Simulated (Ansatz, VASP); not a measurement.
**ZrC: VASP beside Ansatz**

```
Zr C
1.0
     3.27438    0.00000    0.00000
     0.00000    3.27438    0.00000
     0.00000    0.00000    6.22242
Zr C
2 2
Direct
  0.50000 0.50000 0.25000
  0.50000 0.50000 0.75000
  0.00000 0.50000 0.00000
  0.50000 0.00000 0.50000
```

Change from the starting cell: ordered vacancies on the cation sites of antifluorite (P4_2/mmc, No. 131).

Alike in both runs: task relaxation of cell and atoms; functional PBE; k mesh 6 × 6 × 4; occupations gaussian, width 0.1 eV; no spin polarisation.

|  | VASP | Ansatz |
| --- | --- | --- |
| version | VASP 6.6.1 | Ansatz 0.2.0 |
| potentials or method | VASP PAW PBE potentials, release 64 (Zr_sv, C), cutoff 600 eV | scalar-relativistic, plane waves, PAW |
| valence electrons in the cell | 32 | 32 |

|  | VASP | Ansatz | Ansatz less VASP |
| --- | --- | --- | --- |
| gap on the k mesh at the Fermi level, each at its own relaxed structure (eV) | none | none | - |
| relaxed volume (Å³/atom) | 16.72 | 16.70 | -0.015 |
| relaxed cell length with the largest relative difference (Å) | 3.287 | 3.286 | -0.0013 |

A gap of «none» marks a metal or a gap that the smearing closes.
